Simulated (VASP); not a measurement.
# BiB (Pm-3m) in VASP: further runs, part 2 of 3

VASP 6.6.1.

### Step 3. Single point, r2SCAN+rVV10

This run uses another cell than the first one, of 18.89 Å³/atom.

The input, POSCAR:

```
BiB
1.0
    3.3553963765      0.0000000000      0.0000000000
    0.0000000000      3.3553963765      0.0000000000
    0.0000000000      0.0000000000      3.3553963765
B Bi
1 1
Direct
    0.0000000000      0.0000000000      0.0000000000
    0.5000000000      0.5000000000      0.5000000000
```

The input, INCAR.step1:

```
ALGO = Normal ; EDIFF = 1E-4
ENCUT = 520 ; GGA = PE
ISMEAR = -1 ; LASPH = True
LCHARG = False ; LREAL = False
LWAVE = True ; NBANDS = 16
NELM = 60 ; PREC = Accurate
SIGMA = 0.03
```

The input, INCAR.step2:

```
ALGO = Normal ; BPARAM = 11.95
CPARAM = 0.0093 ; EDIFF = 1E-6
ENCUT = 520 ; ISIF = 2
ISMEAR = -1 ; ISTART = 1
IVDW_NL = 2 ; LASPH = True
LCHARG = True ; LELF = True
LMIXTAU = True ; LREAL = False
LUSE_VDW = True ; LVHAR = True
LWAVE = False ; METAGGA = R2SCAN
NBANDS = 16 ; NELM = 60
PREC = Accurate ; SIGMA = 0.03
```

The input, KPOINTS:

```
k-points
0
Gamma
  8 8 8
```

Potentials or basis: VASP PAW PBE potentials, release 64 (B, Bi_d).

On the command line:

```
$ cat potpaw_PBE.64/B/POTCAR potpaw_PBE.64/Bi_d/POTCAR > POTCAR
$ cp INCAR.step1 INCAR
$ mpirun -np 1 vasp_std > vasp.out
$ cp INCAR.step2 INCAR
$ mpirun -np 1 vasp_std > vasp.out
```

It took 3.1 min on 1 thread of Intel Xeon 8259CL, shared host; peak memory 0.27 GiB.

It converged, with:

```
Free energy            : -62.0361 eV
Pressure               : 0.2 GPa
Band gap on the k mesh : zero (bands 9 and 10 overlap by 4.48 eV)
```

Levels at points of the mesh, in eV from the Fermi level:
| k point | band 5 | band 6 | band 7 | band 8 | band 9 | band 10 | band 11 | band 12 | band 13 | band 14 |
| --- | --- | --- | --- | --- | --- | --- | --- | --- | --- | --- |
| (0.00, 0.00, 0.00) | -23.72 | -14.82 | -2.75 | -0.83 | -0.83 | -0.83 | 6.14 | 6.14 | 8.21 | 8.21 |
| (0.50, 0.00, 0.00) | -23.71 | -12.50 | -9.11 | 2.08 | 2.10 | 2.10 | 2.42 | 3.46 | 3.46 | 8.30 |
| (0.50, 0.50, 0.00) | -23.63 | -10.44 | -5.78 | -5.65 | -5.65 | 2.54 | 5.57 | 5.72 | 5.72 | 10.62 |
| (0.50, 0.50, 0.50) | -23.63 | -8.66 | -4.55 | -2.38 | -2.38 | -2.38 | -1.24 | -1.24 | -1.24 | 16.59 |

Caveat: the PAW data sets were made with another functional, which shifts forces and pressure a little; spin-orbit coupling is left out, which moves the levels of the heavy elements.

### Step 4. Single point, r2SCAN+rVV10

This run uses another cell than the first one, of 18.89 Å³/atom.

POSCAR is that of step 3.

The input, INCAR.step1:

```
SYSTEM = BiB
PREC = Accurate
ENCUT = 520
ISMEAR = -1
SIGMA = 0.03
LREAL = .FALSE.
LASPH = .TRUE.
NELM = 100
NBANDS = 16
GGA = PE
ALGO = Normal
EDIFF = 1E-4
LWAVE = .TRUE.
LCHARG = .FALSE.
```

The input, INCAR.step2:

```
SYSTEM = BiB
PREC = Accurate
ENCUT = 520
EDIFF = 1E-6
ISMEAR = -1
SIGMA = 0.03
LREAL = .FALSE.
LASPH = .TRUE.
NELM = 100
ALGO = Normal
ISIF = 2
LWAVE = .FALSE.
LCHARG = .FALSE.
METAGGA = R2SCAN
LMIXTAU = .TRUE.
LUSE_VDW = .TRUE.
IVDW_NL = 2
BPARAM = 11.95
CPARAM = 0.0093
NBANDS = 16
ISTART = 1
```

The input, KPOINTS:

```
Automatic mesh
0
G
  8 8 8
  0 0 0
```

Potentials or basis: VASP PAW PBE potentials, release 64 (B, Bi_d).

On the command line:

```
$ cat potpaw_PBE.64/B/POTCAR potpaw_PBE.64/Bi_d/POTCAR > POTCAR
$ cp INCAR.step1 INCAR
$ mpirun -np 1 vasp_std > vasp.out
$ cp INCAR.step2 INCAR
$ mpirun -np 1 vasp_std > vasp.out
```

OUTCAR:

```text
SYSTEM = BiB
   PREC = Accurate
   ENCUT = 520
   EDIFF = 1E-6
   ISMEAR = -1
   LREAL = .FALSE.
   LASPH = .TRUE.
   NELM = 100
   ISIF = 2
   METAGGA = R2SCAN
   IVDW_NL = 2
   BPARAM = 11.95
   ISTART = 1

 ion  position               nearest neighbor table
   1  0.000  0.000  0.000-   2 2.91   2 2.91   2 2.91   2 2.91   2 2.91   2 2.91   2 2.91   2 2.91

   2  0.500  0.500  0.500-   1 2.91   1 2.91   1 2.91   1 2.91   1 2.91   1 2.91   1 2.91   1 2.91

  LATTYP: Found a simple cubic cell.
 ALAT       =     3.3553963765

  Lattice vectors:

 A1 = (   3.3553963765,   0.0000000000,   0.0000000000)
 A2 = (   0.0000000000,   3.3553963765,   0.0000000000)
 A3 = (   0.0000000000,   0.0000000000,   3.3553963765)

Analysis of symmetry for initial positions (statically):
=====================================================================
 Subroutine PRICEL returns:
 Original cell was already a primitive cell.

 Routine SETGRP: Setting up the symmetry group for a
 simple cubic supercell.

 Subroutine GETGRP returns: Found 48 space group operations
 (whereof 48 operations were pure point group operations)
 out of a pool of 48 trial point group operations.

The static configuration has the point symmetry O_h .

Analysis of symmetry for dynamics (positions and initial velocities):
=====================================================================
 Subroutine PRICEL returns:
 Original cell was already a primitive cell.

 Routine SETGRP: Setting up the symmetry group for a
 simple cubic supercell.

 Subroutine GETGRP returns: Found 48 space group operations
 (whereof 48 operations were pure point group operations)
 out of a pool of 48 trial point group operations.

The dynamic configuration has the point symmetry O_h .

 Subroutine INISYM returns: Found 48 space group operations
 (whereof 48 operations are pure point group operations),
 and found     1 'primitive' translations

----------------------------------------------------------------------------------------

                                     Primitive cell

  volume of cell :      37.7774

  direct lattice vectors                    reciprocal lattice vectors
     3.355396376  0.000000000  0.000000000     0.298027383  0.000000000  0.000000000
     0.000000000  3.355396376  0.000000000     0.000000000  0.298027383  0.000000000
     0.000000000  0.000000000  3.355396376     0.000000000  0.000000000  0.298027383

  length of vectors
     3.355396376  3.355396376  3.355396376     0.298027383  0.298027383  0.298027383

  position of ions in fractional coordinates (direct lattice)
     0.000000000  0.000000000  0.000000000
     0.500000000  0.500000000  0.500000000

  ion indices of the primitive-cell ions
   primitive index   ion index
                 1           1
                 2           2

----------------------------------------------------------------------------------------

 KPOINTS: Automatic mesh

Automatic generation of k-mesh.
 Grid dimensions read from file:
 generate k-points for:    8    8    8

 Generating k-lattice:

  Cartesian coordinates                     Fractional coordinates (reciprocal lattice)
     0.037253423  0.000000000  0.000000000     0.125000000  0.000000000  0.000000000
     0.000000000  0.037253423  0.000000000     0.000000000  0.125000000  0.000000000
     0.000000000  0.000000000  0.037253423     0.000000000  0.000000000  0.125000000

  Length of vectors
     0.037253423  0.037253423  0.037253423

  Shift w.r.t. Gamma in fractional coordinates (k-lattice)
     0.000000000  0.000000000  0.000000000

 Subroutine IBZKPT returns following result:
 ===========================================

 Found     35 irreducible k-points:

 Following reciprocal coordinates:
            Coordinates               Weight
  0.000000  0.000000  0.000000      1.000000
  0.125000  0.000000  0.000000      6.000000
  0.250000  0.000000  0.000000      6.000000
  0.375000  0.000000  0.000000      6.000000
  0.500000  0.000000  0.000000      3.000000
  0.125000  0.125000  0.000000     12.000000
[... 16 lines left out ...]
  0.375000  0.375000  0.125000     24.000000
  0.500000  0.375000  0.125000     24.000000
 [... further k-points ...]
   k-points           NKPTS =     35   k-points in BZ     NKDIM =     35   number of bands    NBANDS=     16
   number of dos      NEDOS =    301   number of ions     NIONS =      2
   total plane-waves  NPLWV =  21952
   dimension x,y,z NGX =    28 NGY =   28 NGZ =   28
   dimension x,y,z NGXF=    56 NGYF=   56 NGZF=   56
   ions per type =               1   1
   NGX,Y,Z   is equivalent  to a cutoff of  13.87, 13.87, 13.87 a.u.
   NGXF,Y,Z  is equivalent  to a cutoff of  27.75, 27.75, 27.75 a.u.
 SYSTEM =  BiB
   PREC   = accura    normal or accurate (medium, high low for compatibility)
   ISTART =      1    job   : 0-new  1-cont  2-samecut
   ICHARG =      0    charge: 1-file 2-atom 10-const
   ISPIN  =      1    spin polarized calculation?
   LNONCOLLINEAR =      F non collinear calculations
   LSORBIT =      F    spin-orbit coupling
   LASPH  =      T    aspherical Exc in radial PAW
   ENCUT  =  520.0 eV  38.22 Ry    6.18 a.u.   6.24  6.24  6.24*2*pi/ulx,y,z
   NELM   =    100;   NELMIN=  2; NELMDL=  0     # of ELM steps
   EDIFF  = 0.1E-05   stopping-criterion for ELM
   LREAL  =      F    real-space projection
   EDIFFG = 0.1E-04   stopping-criterion for IOM
   NSW    =      0    number of steps for IOM
   IBRION =     -1    ionic relax: 0-MD 1-quasi-New 2-CG
   NFREE  =      0    steps in history (QN), initial steepest desc. (CG)
   ISIF   =      2    stress and relaxation
   ISYM   =      2    0-nonsym 1-usesym 2-fastsym
   POTIM  = 0.5000    time-step for ionic-motion
   TEBEG  =    0.0;   TEEND  =   0.0 temperature during run
   PSTRESS=    0.0 pullay stress
   NELECT =      18.0000    total number of electrons
   NUPDOWN=      -1.0000    fix difference up-down
   EMIN   =  10.00;   EMAX   =-10.00  energy-range for DOS
   EFERMI =   0.00;   METHOD = LEGACY
   ISMEAR =    -1;   SIGMA  =   0.03  broadening in eV -4-tet -1-fermi 0-gaus
   EFERMI_NEDOS =   21; number of points for ismear=-14 and -15
   IALGO  =     38    algorithm
   IMIX   =      4    mixing-type and parameters
     AMIX     =   0.40;   BMIX     =  1.00
     AMIX_MAG =   1.60;   BMIX_MAG =  1.00
  volume/ion in A,a.u.               =      18.89       127.47
  Fermi-wavevector in a.u.,A,eV,Ry     =   1.278660  2.416318 22.245145  1.634972
  Thomas-Fermi vector in A             =   2.411190
   LORBIT       =      0    0 simple, 1 ext, 2 COOP (PROOUT), +10 PAW based schemes
   METAGGA = R2SCAN    functional components
   LHFCALC =     F    Hartree Fock is set to
   AEXX    =    0.0000 exact exchange contribution
   IVDW_NL    =     2    kernel type
   BPARAM     =11.9500
   IVDW    =     0    specifies the selected vdW correction
   LEPSILON=     F    determine dielectric tensor
   LRPA    =     F    only Hartree local field effects (RPA)
 non-spin polarized calculation
  energy-cutoff  :      520.00
  volume of cell :       37.78
 maximum number of plane-waves:      1064
 NGX is ok and might be reduce to    28
   NGX = 13   NGY = 13   NGZ = 13

 number of electron      18.0000005 magnetization

 Free energy of the ion-electron system (eV)
  ---------------------------------------------------
  ext. energy  EPLUGINS =         0.00000000
  ---------------------------------------------------
  free energy    TOTEN  =       -62.03606031 eV

  energy without entropy =      -62.03161433  energy(sigma->0) =      -62.03383732

 E-fermi :   8.0226     XC(G=0): -11.7312

 val. band max:        7.9962678985   @ k =   0.5000   0.2500   0.2500
 cond. band min:       8.0258478377   @ k =   0.5000   0.3750   0.2500
 fundamental gap:      0.0295799391
 Fermi energy:         8.0225840030

 k-point     1 :       0.0000    0.0000    0.0000
  band No.  band energies     occupation
      1     -15.9653      2.00000
      2     -15.9653      2.00000
      3     -15.6936      2.00000
      4     -15.6936      2.00000
      5     -15.6936      2.00000
      6      -6.7957      2.00000
[... 8 lines left out ...]
     15      16.2301      0.00000
     16      24.1750      0.00000
[... 419 lines left out ...]
 k-point    24 :       0.5000    0.3750    0.1250
  band No.  band energies     occupation
      1     -15.8522      2.00000
      2     -15.8225      2.00000
      3     -15.7720      2.00000
      4     -15.7596      2.00000
      5     -15.6363      2.00000
      6      -2.7167      2.00000
[... 8 lines left out ...]
     15      20.4567      0.00000
     16      21.3956      0.00000

 [... further k-points ...]

------------------------ aborting loop because EDIFF is reached ----------------------------------------

  FORCE on cell =-STRESS in cart. coord.  units (eV):
  Direction    XX          YY          ZZ          XY          YZ          ZX
  --------------------------------------------------------------------------------------
  -------------------------------------------------------------------------------------
  Total        0.0581264      0.0581264      0.0581264     -0.0000000     -0.0000000      0.0000000
  in kB        2.4652020      2.4652020      2.4652020     -0.0000000     -0.0000000      0.0000000
  external PRESSURE =       2.4652020 kB  Pullay stress =       0.0000000 kB

 VOLUME and BASIS-vectors are now :
 -----------------------------------------------------------------------------
  energy-cutoff  :      520.00
  volume of cell :       37.78
      direct lattice vectors                 reciprocal lattice vectors
     3.355396376  0.000000000  0.000000000     0.298027383  0.000000000  0.000000000
     0.000000000  3.355396376  0.000000000     0.000000000  0.298027383  0.000000000
     0.000000000  0.000000000  3.355396376     0.000000000  0.000000000  0.298027383

 POSITION                                       TOTAL-FORCE (eV/Angst)
 -----------------------------------------------------------------------------------
      0.00000      0.00000      0.00000         0.000000      0.000000      0.000000
      1.67770      1.67770      1.67770         0.000000      0.000000      0.000000
 -----------------------------------------------------------------------------------
    total drift:                                0.000000      0.000000      0.000000

  FREE ENERGIE OF THE ION-ELECTRON SYSTEM (eV)
  ---------------------------------------------------
  free  energy   TOTEN  =       -62.0360603142 eV

  energy  without entropy=      -62.0316143251  energy(sigma->0) =      -62.03383732
```

Run time: 3.2 min. Hardware: 1 thread of Intel Xeon 8259CL, shared host; peak memory 0.27 GiB.

Results:

```yaml
Free_energy: -62.0361 eV
Pressure: 0.2 GPa
Band_gap_on_the_k_mesh: zero (bands 9 and 10 overlap by 4.48 eV)
```

Levels at points of the mesh, in eV from the Fermi level:
```tsv
k point	band 5	band 6	band 7	band 8	band 9	band 10	band 11	band 12	band 13	band 14
(0.00, 0.00, 0.00)	-23.72	-14.82	-2.75	-0.83	-0.83	-0.83	6.14	6.14	8.21	8.21
(0.50, 0.00, 0.00)	-23.71	-12.50	-9.11	2.08	2.10	2.10	2.42	3.46	3.46	8.30
(0.50, 0.50, 0.00)	-23.63	-10.44	-5.78	-5.65	-5.65	2.54	5.57	5.72	5.72	10.62
(0.50, 0.50, 0.50)	-23.63	-8.66	-4.55	-2.38	-2.38	-2.38	-1.24	-1.24	-1.24	16.59
```

Caveat: the PAW data sets were made with another functional, which shifts forces and pressure a little; spin-orbit coupling is left out, which moves the levels of the heavy elements.

[end of part 2 of 3]
